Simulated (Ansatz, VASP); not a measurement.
# Se: VASP beside Ansatz

File INCAR:

```
SYSTEM = Se
PREC = Accurate ; ENCUT = 520
EDIFF = 1E-6 ; ISMEAR = -1
SIGMA = 0.05 ; LREAL = .False.
LASPH = .True. ; NELM = 100
ALGO = Normal ; ISIF = 2
LWAVE = .False. ; LCHARG = .False.
GGA = PS ; NBANDS = 16
```

KPOINTS

```
Automatic mesh
0
Gamma
  7 7 6
  0 0 0
```

File POSCAR:

```
Se
1.0
    4.3071900636      0.0000000000      0.0000000000
   -2.1535950318      3.7301360140      0.0000000000
    0.0000000000      0.0000000000      4.8866512526
Se
3
Direct
    0.7746000000      0.7746000000      0.0000000000
    0.0000000000      0.2254000000      0.6666666667
    0.2254000000      0.0000000000      0.3333333333
```

Contents of input.yaml:

```yaml
crystal:
  lattice:
    - [4.3071900636, 0.0, 0.0]
    - [-2.1535950318, 3.730136014, 0.0]
    - [0.0, 0.0, 4.8866512526]
  atoms:
    - { symbol: Se, position: [0.7746, 0.7746, 0.0] }
    - { symbol: Se, position: [0.0, 0.2254, 0.6666666667] }
    - { symbol: Se, position: [0.2254, 0.0, 0.3333333333] }
kpoints:
  mp_grid: { grid: [7, 7, 6] }
scf:
  occupations: { method: fermi_dirac, width: 0.05 }
hamiltonian:
  xc: pbesol
  pseudopotentials: { kind: all_electron, lapw: { basis_error: 0.001 } }
output:
  forces: true
  stress: true
  eigenvalues: true
```

Change from the starting cell: volume scaled by 0.96.

Alike in both runs: task single point; functional PBEsol; k mesh 7 × 7 × 6; occupations fermi-dirac, width 0.05 eV; no spin polarisation.

|  | VASP | Ansatz |
| --- | --- | --- |
| version | VASP 6.6.1 | Ansatz 0.2.0 |
| potentials or method | VASP PAW PBE potentials, release 64 (Se), cutoff 520 eV | all-electron LAPW, scalar-relativistic |

```csv
,VASP,Ansatz,Ansatz less VASP
gap on the k mesh at the Fermi level (eV),1.10,1.10,+0.007
least direct gap on the mesh (eV),1.48,1.51,+0.023
pressure (GPa),3.0,2.7,-0.24
"traceless stress, the component that is largest in VASP (GPa)",2.07,1.97,-0.099
rms of the force components (eV/Å),0.456,0.421,-0.0347
```

VASP's potentials were made for PBE, not for PBEsol. Atom by atom the forces differ by 0.035 eV/Å (rms over components). Ansatz ran all-electron here, and VASP with PAW potentials.
